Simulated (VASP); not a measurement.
Set up this calculation in VASP 6.6.1, as the native input.

```yaml
Task: single point
Functional: PBEsol
Potentials_or_basis: VASP PAW PBE potentials, release 64 (Ru_pv)
Cutoff: 520 eV
k_mesh: 21 × 21 × 12
Occupations: gaussian, width 0.15 eV
Spin: no spin polarisation
Dipole_correction: no
Further_INCAR_settings: ALGO = Fast; EDIFF = 1e-06; NBANDS = 21
```

The structure of Ru lies in POSCAR:

```
Ru
1.0
    2.7869733142      0.0000000000      0.0000000000
   -1.3934866571      2.4135896898      0.0000000000
    0.0000000000      0.0000000000      4.1534430000
Ru
2
Direct
    0.3333333333      0.6666666667      0.2500000000
    0.6666666667      0.3333333333      0.7500000000
```

This cell differs from its parent crystal: strain +0.030 along x and y, -0.030 along z.

These files were run (other wordings do the same):

INCAR

```
SYSTEM = Ru
ALGO = Fast
EDIFF = 1E-6
ENCUT = 520
GGA = PS
ISIF = 2
ISMEAR = 0
LASPH = .True.
LCHARG = .False.
LREAL = .False.
LWAVE = .False.
NBANDS = 21
NELM = 80
PREC = Accurate
SIGMA = 0.15
```

KPOINTS

```
k-points
0
Gamma
  21 21 12
  0 0 0
```

Potentials or basis: VASP PAW PBE potentials, release 64 (Ru_pv).

Run with:

```bash
$ cat potpaw_PBE.64/Ru_pv/POTCAR > POTCAR
$ mpirun -np 1 vasp_std > vasp.out
```

It gave:

```yaml
Pressure: -12.9 GPa
Band_gap_on_the_k_mesh: zero (bands 14 and 15 overlap by 3.03 eV)
```

Caveat: the cell differs from its parent crystal (strain +0.030 along x and y, -0.030 along z); the stress differs along the axes, from -20 to 2 GPa; the PAW data sets were made with another functional, which shifts forces and pressure a little.

Wall time 2.3 min on 1 thread of Intel(R) Xeon(R) Platinum 8259CL CPU @ 2.50GHz (Skylake/Cascade Lake), with other jobs on the host, peak memory 0.27 GiB.
